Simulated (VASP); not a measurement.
Set up this calculation in VASP 6.6.1, as the native input.

```
Task                   : relaxation of cell and atoms
Functional             : PBE
Potentials or basis    : VASP PAW PBE potentials, release 64 (Ca_sv, Se)
Cutoff                 : 600 eV
k mesh                 : 12 × 12 × 6
Occupations            : gaussian, width 0.1 eV
Spin                   : no spin polarisation
Dipole correction      : no
Further INCAR settings : ALGO = Normal; EDIFF = 1e-06; IBRION = 2; EDIFFG = -0.01; NSW = 100; ISIF = 3
```

The structure of Ca2Se lies in POSCAR:

```
Ca2Se
1.0
    4.0164633020      0.0000000000      0.0000000000
   -2.0082316510      3.4783592529      0.0000000000
    0.0000000000      0.0000000000      7.2226693211
Ca Se
2 1
Direct
    0.3333333333      0.6666666667      0.7443141894
    0.3333333333      0.6666666667      0.2556858106
    0.0000000000      0.0000000000      0.0000000000
```

One way to write it, as run:

INCAR

```
PREC = Accurate
ENCUT = 600
EDIFF = 1E-6
ISMEAR = 0
SIGMA = 0.1
LREAL = F
LASPH = T
NELM = 100
ALGO = Normal
ISIF = 3
LWAVE = F
LCHARG = F
GGA = PE
IBRION = 2
NSW = 100
EDIFFG = -0.01
```

KPOINTS

```
Automatic mesh
0
Gamma
  12 12 6
```

Potentials or basis: VASP PAW PBE potentials, release 64 (Ca_sv, Se).

The run is started by

```console
$ cat potpaw_PBE.64/Ca_sv/POTCAR potpaw_PBE.64/Se/POTCAR > POTCAR
$ mpirun -np 1 vasp_std > vasp.out
```

Results of the run:

* Relaxed volume: 33.65 Å³/atom
* Relaxed cell: a = 4.025 Å, b = 4.025 Å, c = 7.194 Å, α = 90.00°, β = 90.00°, γ = 120.00°
* Space group after relaxing (to 0.05 Å): P-6m2 (No. 187)
* Energy gained by relaxing: 0.2 meV/atom
* Ionic steps: 5
* Pressure after relaxing: 0.0 GPa
* Band gap on the k mesh: zero (band 13 reaches 3.26 eV, above the bottom of band 14 at 2.70 eV)

Run time: 3.5 min on 1 thread of AMD EPYC 9R45 96-Core Processor (Zen 5), with other jobs on the host, peak memory 0.32 GiB.
